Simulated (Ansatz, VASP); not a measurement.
## Ni in VASP and in Ansatz

```
Ni
1.0
     0.00000    1.76194    1.76194
     1.76194    0.00000    1.76194
     1.76194    1.76194    0.00000
Ni
1
Direct
  0.00000 0.00000 0.00000
```

Alike in both runs: task relaxation of cell and atoms; functional LDA; k mesh 10 × 10 × 10; occupations gaussian, width 0.1 eV; collinear spin.

```csv
,VASP,Ansatz
version,VASP 6.6.1,Ansatz 0.2.0
potentials or method,"VASP PAW LDA potentials, release 64 (Ni), cutoff 600 eV","scalar-relativistic, plane waves, PAW"
valence electrons in the cell,10,18
```

Ansatz gave:

- gap on the k mesh at the Fermi level, each at its own relaxed structure (eV): none
- net moment per atom (μB): 0.69
- size of the moment on the site where the two differ most (μB): 0.71
- relaxed volume (Å³/atom): 10.06
- relaxed cell length with the largest relative difference (Å): 2.423

Which values does VASP return?

gap on the k mesh at the Fermi level, each at its own relaxed structure (eV): none; net moment per atom (μB): 0.65; size of the moment on the site where the two differ most (μB): 0.65; relaxed volume (Å³/atom): 10.06; relaxed cell length with the largest relative difference (Å): 2.423.

LDA's correlation is that of Perdew and Zunger in VASP and of Perdew and Wang (1992) in Ansatz. Site moments also hang on the region over which each program counts them. A gap of «none» marks a metal or a gap that the smearing closes. VASP's potentials hold 10 valence electrons a cell and Ansatz's 18, so a difference there can come from the potentials and not from the codes.
